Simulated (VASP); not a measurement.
A run of VASP 6.6.1 is set up as follows.

The input INCAR:

```
SYSTEM = ZnO
ALGO = Normal
EDIFF = 1E-6
ENCUT = 910
GGA = PE
GGA_COMPAT = .False.
ISIF = 2
ISMEAR = -1
LASPH = .True.
LCHARG = .False.
LREAL = .False.
LWAVE = .False.
NBANDS = 26
NELM = 120
PREC = Accurate
SIGMA = 0.02
```

The input KPOINTS:

```
k-points
0
Gamma
  12 12 6
  0 0 0
```

Contents of POSCAR:

```
ZnO
1.0
    3.2353408614      0.0000000000      0.0000000000
   -1.6176704307      2.8018873759      0.0000000000
    0.0000000000      0.0000000000      5.2109518227
Zn O
2 2
Direct
    0.3333333333      0.6666666667     -0.0023477534
    0.6666666667      0.3333333333      0.4976522466
    0.3333333333      0.6666666667      0.3773477534
    0.6666666667      0.3333333333      0.8773477534
```

Potentials or basis: VASP PAW PBE potentials, release 64 (Zn, O_h).

The run is started by

```console
$ cat potpaw_PBE.64/Zn/POTCAR potpaw_PBE.64/O_h/POTCAR > POTCAR
$ mpirun -np 1 vasp_std > vasp.out
```

Problem. Predict the pressure.

Solution. 6.9 GPa.

Problem. Predict the largest force.

Solution. 0.004 eV/Å.

Stress tensor (GPa, compression positive):
```
6.82 0.00 0.00
0.00 6.82 0.00
0.00 0.00 6.94
```

Caveat: the cutoff is under 1.25 times the usual one of these potentials, so pressure, stress and relaxed cells hold a basis-set (Pulay) error; the cell stands under pressure.
